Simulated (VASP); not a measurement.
# Sc in VASP: a series of runs

Sc is run at these levels: PBEsol; tasks: single point.

Everything below comes from runs of VASP 6.6.1. Logs are shortened: lines on timing, memory, paths and dates and some standing lists are left out, and cuts for length are marked.

## (1) The cell of the first run

The cell holds a slab with vacuum, 6 atoms: a = 3.219 Å, b = 3.219 Å, c = 18.055 Å, α = 90.00°, β = 90.00°, γ = 90.00°.

## (2) Single point, PBEsol

Input file INCAR:

```
PREC = Accurate
ENCUT = 520
EDIFF = 1E-7
ISMEAR = -1
SIGMA = 0.05
LREAL = F
LASPH = T
NELM = 100
ALGO = Normal
ISIF = 2
LWAVE = F
LCHARG = T
LDIPOL = T
IDIPOL = 3
DIPOL = 0.5 0.5 0.500
GGA = PS
LELF = T
LVHAR = T
LVACPOTAV = T
NBANDS = 42
```

Input file KPOINTS:

```
Automatic mesh
0
Gamma
  13 13 1
```

Input file POSCAR:

```
Sc
1.0
    3.2186714418      0.0000000000      0.0000000000
    0.0000000000      3.2186714418      0.0000000000
    0.0000000000      0.0000000000     18.0550000000
Sc
6
Direct
    0.2500000000      0.2500000000      0.1938524313
    0.7500000000      0.7500000000      0.3105842469
    0.2500000000      0.2500000000      0.4376733390
    0.7500000000      0.7500000000      0.5623266613
    0.2500000000      0.2500000000      0.6894157236
    0.7500000000      0.7500000000      0.8061475687
```

Potentials or basis: VASP PAW PBE potentials, release 64 (Sc_sv).

Run with:

```bash
$ cat potpaw_PBE.64/Sc_sv/POTCAR > POTCAR
$ mpirun -np 1 vasp_std > vasp.out
```

OUTCAR:

```text
PREC = Accurate
   ENCUT = 520
   EDIFF = 1E-7
   ISMEAR = -1
   LREAL = F
   LASPH = T
   NELM = 100
   ISIF = 2
   GGA = PS

 ion  position               nearest neighbor table
   1  0.250  0.250  0.194-   2 3.10   2 3.10   2 3.10   2 3.10
   2  0.750  0.750  0.311-   1 3.10   1 3.10   1 3.10   1 3.10   3 3.23   3 3.23   3 3.23   3 3.23

   3  0.250  0.250  0.438-   4 3.20   4 3.20   4 3.20   4 3.20   2 3.23   2 3.23   2 3.23   2 3.23

   4  0.750  0.750  0.562-   3 3.20   3 3.20   3 3.20   3 3.20   5 3.23   5 3.23   5 3.23   5 3.23

   5  0.250  0.250  0.689-   6 3.10   6 3.10   6 3.10   6 3.10   4 3.23   4 3.23   4 3.23   4 3.23

   6  0.750  0.750  0.806-   5 3.10   5 3.10   5 3.10   5 3.10

  LATTYP: Found a simple tetragonal cell.
 ALAT       =     3.2186714418
 C/A-ratio  =     5.6094572952

  Lattice vectors:

 A1 = (   3.2186714418,   0.0000000000,   0.0000000000)
 A2 = (   0.0000000000,   3.2186714418,   0.0000000000)
 A3 = (   0.0000000000,   0.0000000000,  18.0550000000)

Analysis of symmetry for initial positions (statically):
=====================================================================
 Subroutine PRICEL returns:
 Original cell was already a primitive cell.

 Routine SETGRP: Setting up the symmetry group for a
 simple tetragonal supercell.

 Subroutine GETGRP returns: Found 16 space group operations
 (whereof  4 operations were pure point group operations)
 out of a pool of 16 trial point group operations.

The static configuration has the point symmetry C_2h.
 The point group associated with its full space group is D_4h.

Analysis of symmetry for dynamics (positions and initial velocities):
=====================================================================
 Subroutine PRICEL returns:
 Original cell was already a primitive cell.

 Routine SETGRP: Setting up the symmetry group for a
 simple tetragonal supercell.

 Subroutine GETGRP returns: Found 16 space group operations
 (whereof  4 operations were pure point group operations)
 out of a pool of 16 trial point group operations.

The dynamic configuration has the point symmetry C_2h.
 The point group associated with its full space group is D_4h.

 Subroutine INISYM returns: Found 16 space group operations
 (whereof  4 operations are pure point group operations),
 and found     1 'primitive' translations

----------------------------------------------------------------------------------------

                                     Primitive cell

  volume of cell :     187.0470

  direct lattice vectors                    reciprocal lattice vectors
     3.218671442  0.000000000  0.000000000     0.310687194  0.000000000  0.000000000
     0.000000000  3.218671442  0.000000000     0.000000000  0.310687194  0.000000000
     0.000000000  0.000000000 18.055000000     0.000000000  0.000000000  0.055386320

  length of vectors
     3.218671442  3.218671442 18.055000000     0.310687194  0.310687194  0.055386320

  position of ions in fractional coordinates (direct lattice)
     0.250000000  0.250000000  0.193852431
     0.750000000  0.750000000  0.310584247
     0.250000000  0.250000000  0.437673339
     0.750000000  0.750000000  0.562326661
     0.250000000  0.250000000  0.689415724
     0.750000000  0.750000000  0.806147569

  ion indices of the primitive-cell ions
   primitive index   ion index
                 1           1
                 2           2
                 3           3
                 4           4
                 5           5
                 6           6

----------------------------------------------------------------------------------------

 KPOINTS: Automatic mesh

Automatic generation of k-mesh.
 Grid dimensions read from file:
 generate k-points for:   13   13    1

 Generating k-lattice:

  Cartesian coordinates                     Fractional coordinates (reciprocal lattice)
     0.023899015  0.000000000  0.000000000     0.076923077  0.000000000  0.000000000
     0.000000000  0.023899015  0.000000000     0.000000000  0.076923077  0.000000000
     0.000000000  0.000000000  0.055386320     0.000000000  0.000000000  1.000000000

  Length of vectors
     0.023899015  0.023899015  0.055386320

  Shift w.r.t. Gamma in fractional coordinates (k-lattice)
     0.000000000  0.000000000  0.000000000

 Subroutine IBZKPT returns following result:
 ===========================================

 Found     28 irreducible k-points:

 Following reciprocal coordinates:
            Coordinates               Weight
  0.000000  0.000000  0.000000      1.000000
  0.076923  0.000000  0.000000      4.000000
  0.153846  0.000000  0.000000      4.000000
  0.230769  0.000000  0.000000      4.000000
  0.307692  0.000000  0.000000      4.000000
  0.384615  0.000000  0.000000      4.000000
[... 16 lines left out ...]
  0.307692  0.307692  0.000000      4.000000
  0.384615  0.307692  0.000000      8.000000
 [... further k-points ...]
   k-points           NKPTS =     28   k-points in BZ     NKDIM =     28   number of bands    NBANDS=     42
   number of dos      NEDOS =    301   number of ions     NIONS =      6
   total plane-waves  NPLWV =  80640
   dimension x,y,z NGX =    24 NGY =   24 NGZ =  140
   dimension x,y,z NGXF=    48 NGYF=   48 NGZF=  280
   ions per type =               6
   NGX,Y,Z   is equivalent  to a cutoff of  12.40, 12.40, 12.89 a.u.
   NGXF,Y,Z  is equivalent  to a cutoff of  24.79, 24.79, 25.78 a.u.
 SYSTEM =  unknown system
   PREC   = accura    normal or accurate (medium, high low for compatibility)
   ISTART =      0    job   : 0-new  1-cont  2-samecut
   ICHARG =      2    charge: 1-file 2-atom 10-const
   ISPIN  =      1    spin polarized calculation?
   LNONCOLLINEAR =      F non collinear calculations
   LSORBIT =      F    spin-orbit coupling
   LASPH  =      T    aspherical Exc in radial PAW
   ENCUT  =  520.0 eV  38.22 Ry    6.18 a.u.   5.98  5.98 33.57*2*pi/ulx,y,z
   NELM   =    100;   NELMIN=  2; NELMDL= -5     # of ELM steps
   EDIFF  = 0.1E-06   stopping-criterion for ELM
   LREAL  =      F    real-space projection
   EDIFFG = 0.1E-05   stopping-criterion for IOM
   NSW    =      0    number of steps for IOM
   IBRION =     -1    ionic relax: 0-MD 1-quasi-New 2-CG
   NFREE  =      0    steps in history (QN), initial steepest desc. (CG)
   ISIF   =      2    stress and relaxation
   ISYM   =      2    0-nonsym 1-usesym 2-fastsym
   POTIM  = 0.5000    time-step for ionic-motion
   TEBEG  =    0.0;   TEEND  =   0.0 temperature during run
   PSTRESS=    0.0 pullay stress
   NELECT =      66.0000    total number of electrons
   NUPDOWN=      -1.0000    fix difference up-down
   EMIN   =  10.00;   EMAX   =-10.00  energy-range for DOS
   EFERMI =   0.00;   METHOD = LEGACY
   ISMEAR =    -1;   SIGMA  =   0.05  broadening in eV -4-tet -1-fermi 0-gaus
   EFERMI_NEDOS =   21; number of points for ismear=-14 and -15
   IALGO  =     38    algorithm
   IMIX   =      4    mixing-type and parameters
     AMIX     =   0.40;   BMIX     =  1.00
     AMIX_MAG =   1.60;   BMIX_MAG =  1.00
  volume/ion in A,a.u.               =      31.17       210.38
  Fermi-wavevector in a.u.,A,eV,Ry     =   1.156838  2.186107 18.208325  1.338274
  Thomas-Fermi vector in A             =   2.293455
   LORBIT       =      0    0 simple, 1 ext, 2 COOP (PROOUT), +10 PAW based schemes
   GGA     = PS    functional components
   LHFCALC =     F    Hartree Fock is set to
   AEXX    =    0.0000 exact exchange contribution
   IVDW    =     0    specifies the selected vdW correction
   LEPSILON=     F    determine dielectric tensor
   LRPA    =     F    only Hartree local field effects (RPA)
 non-spin polarized calculation
  energy-cutoff  :      520.00
  volume of cell :      187.05
 maximum number of plane-waves:      5085
 NGX is ok and might be reduce to    24
   NGX = 11   NGY = 11   NGZ = 67

 number of electron      66.0000025 magnetization

 dipolmoment           0.000000      0.000000      0.000004 electrons x Angstroem

 Free energy of the ion-electron system (eV)
  ---------------------------------------------------
  ext. energy  EPLUGINS =         0.00000000
  ---------------------------------------------------
  free energy    TOTEN  =       -37.79980036 eV

  energy without entropy =      -37.67794716  energy(sigma->0) =      -37.73887376

 E-fermi :   2.2802     XC(G=0):  -8.4844

 val. band max:        2.2772673526   @ k =   0.1538   0.0000   0.0000
 cond. band min:       2.2818462335   @ k =   0.3846   0.2308   0.0000
 fundamental gap:      0.0045788809
 Fermi energy:         2.2802288529

 k-point     1 :       0.0000    0.0000    0.0000
  band No.  band energies     occupation
      1     -47.1578      2.00000
      2     -47.1578      2.00000
      3     -46.8342      2.00000
      4     -46.7827      2.00000
      5     -46.5251      2.00000
      6     -46.5248      2.00000
[... 34 lines left out ...]
     41       4.0201      0.00000
     42       4.0916      0.00000

 k-point     2 :       0.0769    0.0000    0.0000
  band No.  band energies     occupation
      1     -47.1563      2.00000
      2     -47.1562      2.00000
      3     -46.8320      2.00000
      4     -46.7819      2.00000
      5     -46.5239      2.00000
      6     -46.5236      2.00000
[... 34 lines left out ...]
     41       3.9741      0.00000
     42       4.0133      0.00000

 k-point     3 :       0.1538    0.0000    0.0000
  band No.  band energies     occupation
      1     -47.1521      2.00000
      2     -47.1521      2.00000
      3     -46.8256      2.00000
      4     -46.7799      2.00000
      5     -46.5206      2.00000
      6     -46.5203      2.00000
[... 897 lines left out ...]
      4     -46.7652      2.00000
      5     -46.4952      2.00000
      6     -46.4952      2.00000
[... 34 lines left out ...]
     41       3.7402      0.00000
     42       3.8226      0.00000

 k-point    24 :       0.3846    0.3077    0.0000
  band No.  band energies     occupation
      1     -47.1185      2.00000
      2     -47.1184      2.00000
      3     -46.7740      2.00000
      4     -46.7634      2.00000
      5     -46.4906      2.00000
      6     -46.4906      2.00000
[... 34 lines left out ...]
     41       3.7933      0.00000
     42       3.8194      0.00000

 [... further k-points ...]

------------------------ aborting loop because EDIFF is reached ----------------------------------------

  FORCE on cell =-STRESS in cart. coord.  units (eV):
  Direction    XX          YY          ZZ          XY          YZ          ZX
  --------------------------------------------------------------------------------------
  -------------------------------------------------------------------------------------
  Total       -0.2805021     -0.2805021     -0.1974055      0.0000000      0.0000000      0.0000000
  in kB       -2.4026797     -2.4026797     -1.6909046      0.0000000      0.0000000      0.0000000
  external PRESSURE =      -2.1654213 kB  Pullay stress =       0.0000000 kB

 VOLUME and BASIS-vectors are now :
 -----------------------------------------------------------------------------
  energy-cutoff  :      520.00
  volume of cell :      187.05
      direct lattice vectors                 reciprocal lattice vectors
     3.218671442  0.000000000  0.000000000     0.310687194  0.000000000  0.000000000
     0.000000000  3.218671442  0.000000000     0.000000000  0.310687194  0.000000000
     0.000000000  0.000000000 18.055000000     0.000000000  0.000000000  0.055386320

 POSITION                                       TOTAL-FORCE (eV/Angst)
 -----------------------------------------------------------------------------------
      0.80467      0.80467      3.50001         0.000000      0.000000     -0.055194
      2.41400      2.41400      5.60760         0.000000      0.000000      0.015838
      0.80467      0.80467      7.90219         0.000000     -0.000000     -0.002504
      2.41400      2.41400     10.15281         0.000000     -0.000000      0.002504
      0.80467      0.80467     12.44740        -0.000000      0.000000     -0.015838
      2.41400      2.41400     14.55499         0.000000      0.000000      0.055194
 -----------------------------------------------------------------------------------
    total drift:                                0.000000      0.000000      0.000915

  FREE ENERGIE OF THE ION-ELECTRON SYSTEM (eV)
  ---------------------------------------------------
  free  energy   TOTEN  =       -37.7998003556 eV

  energy  without entropy=      -37.6779471617  energy(sigma->0) =      -37.73887376
```

Run time: 2.6 min. Hardware: 1 thread of Intel Xeon 6975P-C (Granite Rapids), shared host; peak memory 0.33 GiB.

What came out:

```yaml
Free_energy: -37.7998 eV
Largest_force: 0.055 eV/Å
Band_gap_on_the_k_mesh: zero (bands 33 and 34 overlap by 0.57 eV)
```

Forces on the atoms (eV/Å):
```
Sc   0.000  0.000 -0.055
Sc   0.000  0.000  0.016
Sc   0.000  0.000 -0.003
Sc   0.000  0.000  0.003
Sc   0.000  0.000 -0.016
Sc   0.000  0.000  0.055
```

Caveat: the PAW data sets were made with another functional, which shifts forces and pressure a little.

## (3) Single point, PBEsol

Input file INCAR:

```
SYSTEM = Sc
  ALGO = Normal
  DIPOL = 0.5 0.5 0.500
  EDIFF = 1E-6
  ENCUT = 520
  GGA = PS
  IDIPOL = 3
  ISIF = 2
  ISMEAR = -1
  LASPH = .TRUE.
  LCHARG = .FALSE.
  LDIPOL = .TRUE.
  LREAL = .FALSE.
  LWAVE = .FALSE.
  NBANDS = 42
  NELM = 60
  PREC = Accurate
  SIGMA = 0.05
```

Input file KPOINTS:

```
k-points
0
G
  13 13 1
  0 0 0
```

POSCAR is that of step 2.

Potentials or basis: VASP PAW PBE potentials, release 64 (Sc_sv).

Run with:

```bash
$ cat potpaw_PBE.64/Sc_sv/POTCAR > POTCAR
$ mpirun -np 1 vasp_std > vasp.out
```

Wall time 2.1 min (1 thread of Intel Xeon 6975P-C (Granite Rapids), shared host); peak memory 0.33 GiB.

It converged, with:

```
Free energy            : -37.7998 eV
Largest force          : 0.055 eV/Å
Band gap on the k mesh : zero (bands 33 and 34 overlap by 0.57 eV)
```

Forces in eV/Å, atoms in the order of the input:
```
Sc   0.000  0.000 -0.055
Sc   0.000  0.000  0.016
Sc   0.000  0.000 -0.003
Sc   0.000  0.000  0.003
Sc   0.000  0.000 -0.016
Sc   0.000  0.000  0.055
```

Levels at points of the mesh, in eV from the Fermi level:
| k point | band 28 | band 29 | band 30 | band 31 | band 32 | band 33 | band 34 | band 35 | band 36 | band 37 |
| --- | --- | --- | --- | --- | --- | --- | --- | --- | --- | --- |
| (0.00, 0.00, 0.00) | -2.81 | -2.05 | -1.68 | -0.66 | -0.47 | -0.17 | -0.10 | 0.52 | 0.60 | 1.28 |

Caveat: the PAW data sets were made with another functional, which shifts forces and pressure a little.
